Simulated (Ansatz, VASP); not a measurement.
InSb: VASP beside Ansatz

The input INCAR:

```
SYSTEM = InSb
  PREC = Accurate
  ENCUT = 520
  EDIFF = 1E-6
  ISMEAR = -1
  SIGMA = 0.02
  LREAL = .False.
  LASPH = .True.
  NELM = 60
  ALGO = Normal
  ISIF = 2
  LWAVE = .False.
  LCHARG = .False.
  GGA = PE
  NBANDS = 16
```

Contents of KPOINTS:

```
Automatic mesh
0
Gamma
  4 4 4
  0 0 0
```

The input POSCAR:

```
InSb
1.0
    0.0000000000      3.2795130145      3.2795130145
    3.2795130145      0.0000000000      3.2795130145
    3.2795130145      3.2795130145      0.0000000000
In Sb
1 1
Direct
    0.0000000000      0.0000000000      0.0000000000
    0.2500000000      0.2500000000      0.2500000000
```

Input for Ansatz:

```yaml
crystal:
  lattice:
    - [0.0, 3.2795130145, 3.2795130145]
    - [3.2795130145, 0.0, 3.2795130145]
    - [3.2795130145, 3.2795130145, 0.0]
  atoms:
    - { symbol: In, position: [0.0, 0.0, 0.0] }
    - { symbol: Sb, position: [0.25, 0.25, 0.25] }
kpoints:
  mp_grid: { grid: [4, 4, 4] }
hamiltonian:
  xc: pbe
scf:
  occupations: { method: fermi_dirac, width: 0.02 }
  n_extra_bands: 4
output:
  forces: true
  stress: true
  eigenvalues: true
  write_density: true
  write_potential: true
  elf: true
  volumetric_format: npy
```

Alike in both runs: task single point; functional PBE; k mesh 4 × 4 × 4; occupations fermi-dirac, width 0.02 eV; no spin polarisation.

|  | VASP | Ansatz |
| --- | --- | --- |
| version | VASP 6.6.1 | Ansatz 0.2.0 |
| potentials or method | VASP PAW PBE potentials, release 64 (In_d, Sb) | plane waves, PAW |
| plane-wave cutoff (eV) | 520 | 420 |
| valence electrons in the cell | 18 | 28 |

Ansatz gave:

| Item | Value |
| --- | --- |
| pressure (GPa) | 1.9 |

Question: What did VASP give for the same quantities?

Answer: Pressure (GPa): 1.8.

VASP's potentials hold 18 valence electrons a cell and Ansatz's 28, so a difference there can come from the potentials and not from the codes.

The k mesh is coarse, so the values compare programs but aren't converged. Spin-orbit coupling is off throughout.
